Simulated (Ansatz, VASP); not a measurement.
**One calculation of WS2, two programs**

Contents of INCAR:

```
SYSTEM = WS2
PREC = Accurate
ENCUT = 520
EDIFF = 1E-7
ISMEAR = 0
SIGMA = 0.02
LREAL = .FALSE.
LASPH = .TRUE.
NELM = 60
ALGO = Normal
ISIF = 2
LWAVE = .FALSE.
LCHARG = .FALSE.
GGA = PS
NBANDS = 49
```

Contents of KPOINTS:

```
Automatic mesh
0
G
  8 8 1
  0 0 0
```

The input POSCAR:

```
WS2
1.0
    3.1892799466     -0.0245418244      0.0094448765
   -1.6158938167      2.7543110097     -0.0025461153
    0.0846645158      0.0225267146     28.5350036133
W S
3 6
Direct
    0.6849739743      0.3556432144      0.6623338414
    0.2963177032      0.6623619500      0.8830899239
    0.3399290225      0.6730352715      0.4374114061
    0.6327730888      0.2488294943      0.9405734841
    0.7096741604      0.3845132672      0.4920804753
    0.3861498754      0.6828011494      0.7121668778
    0.6191007761      0.3198080881      0.8310202070
    0.6804408431      0.3275026004      0.3819416202
    0.3668654855      0.7075846502      0.6078080724
```

Input for Ansatz:

```yaml
crystal:
  lattice:
    - [3.1892799466, -0.0245418244, 0.0094448765]
    - [-1.6158938167, 2.7543110097, -0.0025461153]
    - [0.0846645158, 0.0225267146, 28.5350036133]
  atoms:
    - { symbol: W, position: [0.6849739743, 0.3556432144, 0.6623338414] }
    - { symbol: W, position: [0.2963177032, 0.66236195, 0.8830899239] }
    - { symbol: W, position: [0.3399290225, 0.6730352715, 0.4374114061] }
    - { symbol: S, position: [0.6327730888, 0.2488294943, 0.9405734841] }
    - { symbol: S, position: [0.7096741604, 0.3845132672, 0.4920804753] }
    - { symbol: S, position: [0.3861498754, 0.6828011494, 0.7121668778] }
    - { symbol: S, position: [0.6191007761, 0.3198080881, 0.831020207] }
    - { symbol: S, position: [0.6804408431, 0.3275026004, 0.3819416202] }
    - { symbol: S, position: [0.3668654855, 0.7075846502, 0.6078080724] }
basis:
  ecutwfc: 600
kpoints:
  mp_grid: { grid: [8, 8, 1] }
hamiltonian:
  xc: pbesol
scf:
  occupations: { method: gaussian, width: 0.02 }
output:
  forces: true
  stress: true
  eigenvalues: true
```

Change from the starting cell: ecut displaced: 600 eV.

Alike in both runs: task single point; functional PBEsol; k mesh 8 × 8 × 1; occupations gaussian, width 0.02 eV; no spin polarisation.

|  | VASP | Ansatz |
| --- | --- | --- |
| version | VASP 6.6.1 | Ansatz 0.2.0 |
| potentials or method | VASP PAW PBE potentials, release 64 (W_sv, S), cutoff 520 eV | scalar-relativistic, plane waves, PAW |
| valence electrons in the cell | 78 | 78 |

|  | VASP | Ansatz | Ansatz less VASP |
| --- | --- | --- | --- |
| gap on the k mesh at the Fermi level (eV) | 1.00 | 0.98 | -0.021 |
| least direct gap on the mesh (eV) | 1.18 | 1.17 | -0.009 |
| rms of the force components (eV/Å) | 1.265 | 1.260 | -0.0048 |

VASP's potentials were made for PBE, not for PBEsol. Atom by atom the forces differ by 0.011 eV/Å (rms over components).

Neither program's run includes spin-orbit coupling.
